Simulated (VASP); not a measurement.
Here is a VASP 6.6.1 calculation.

INCAR

```
  PREC = Accurate
  ENCUT = 520
  EDIFF = 1E-6
  ISMEAR = 0
  SIGMA = 0.15
  LREAL = False
  LASPH = True
  NELM = 150
  ALGO = Normal
  ISIF = 2
  LWAVE = False
  LCHARG = False
  ISPIN = 2
  MAGMOM = 1.95 1.95
  LORBIT = 11
  LMAXMIX = 4
  GGA = PE
  NBANDS = 20
```

Contents of KPOINTS:

```
regular mesh
0
Gamma
  24 24 14
```

The input POSCAR:

```
Co
1.0
    2.6592265744      0.0000000000      0.0000000000
   -1.3296132872      2.3029577679      0.0000000000
    0.0000000000      0.0000000000      3.6709243100
Co
2
Direct
    0.3333333333      0.6666666667      0.2500000000
    0.6666666667      0.3333333333      0.7500000000
```

Potentials or basis: VASP PAW PBE potentials, release 64 (Co).

The run is started by

```sh
$ cat potpaw_PBE.64/Co/POTCAR > POTCAR
$ mpirun -np 1 vasp_std > vasp.out
```

(1) Estimate the site moments.

(2) Estimate the net moment.

Answers

(1) Co +1.64 μB.

(2) 3.23 μB per cell.
